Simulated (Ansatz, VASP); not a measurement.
# One calculation of Se, two programs

```
Se
1.0
     0.00000    2.15525    2.15525
     2.15525    0.00000    2.15525
     2.15525    2.15525    0.00000
Se
1
Cartesian
  0.0000 0.0000 0.0000
```

Alike in both runs: task single point; functional revPBE; k mesh 14 × 14 × 14; occupations fermi-dirac, width 0.1 eV; no spin polarisation.

|  | VASP | Ansatz |
| --- | --- | --- |
| version | VASP 6.6.1 | Ansatz 0.2.0 |
| potentials or method | VASP PAW PBE potentials, release 64 (Se), cutoff 520 eV | plane waves (420 eV) with PAW, scalar-relativistic |
| valence electrons in the cell | 6 | 16 |

|  | VASP | Ansatz | Ansatz less VASP |
| --- | --- | --- | --- |
| pressure (GPa) | 2.7 | 2.7 | +0.04 |

VASP's potentials were made for PBE, not for revPBE. VASP's potentials hold 6 valence electrons a cell and Ansatz's 16, so a difference there can come from the potentials and not from the codes.
